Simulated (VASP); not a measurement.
CuO:

```
CELL_PARAMETERS angstrom
2.10416 -2.10931 0.00000
2.10416 2.10931 0.00000
0.00000 0.00000 5.17960
ATOMIC_POSITIONS crystal
Cu 0.50000 0.00000 0.00000
Cu 0.00000 0.50000 0.50000
O 0.50000 0.50000 0.25000
O 0.50000 0.50000 0.75000
```

Base run:

* Program: VASP 6.6.1
* Functional: revPBE
* Potentials or basis: VASP PAW PBE potentials, release 64 (Cu_sv_GW, O)
* Cutoff: 700 eV
* k mesh: 9 × 9 × 5
* Occupations: fermi-dirac, width 0.05 eV
* Spin: no spin polarisation

Its results: band gap on the k mesh zero (band 25 reaches 5.27 eV, above the bottom of band 26 at 4.36 eV); pressure -2.6 GPa.

**Question.** The run is repeated on the same cell with these changes: potentials or basis from VASP PAW PBE potentials, release 64 (Cu_sv_GW, O) to VASP PAW PBE potentials, release 64 (Cu, O); cutoff from 700 eV to 520 eV; further incar settings from ALGO = Normal; EDIFF = 1e-06; NBANDS = 33 to ALGO = Normal; EDIFF = 1e-06; NBANDS = 25; valence electrons from 50 to 34. What comes out?

**Answer.** Band gap on the k mesh zero (band 17 reaches 5.23 eV, above the bottom of band 18 at 4.33 eV); pressure 0.5 GPa.

Caveats: the PAW data sets were made with another functional, which shifts forces and pressure a little; semilocal functionals often make such compounds metallic where correlation or magnetic order opens a gap, which also shifts bond lengths.
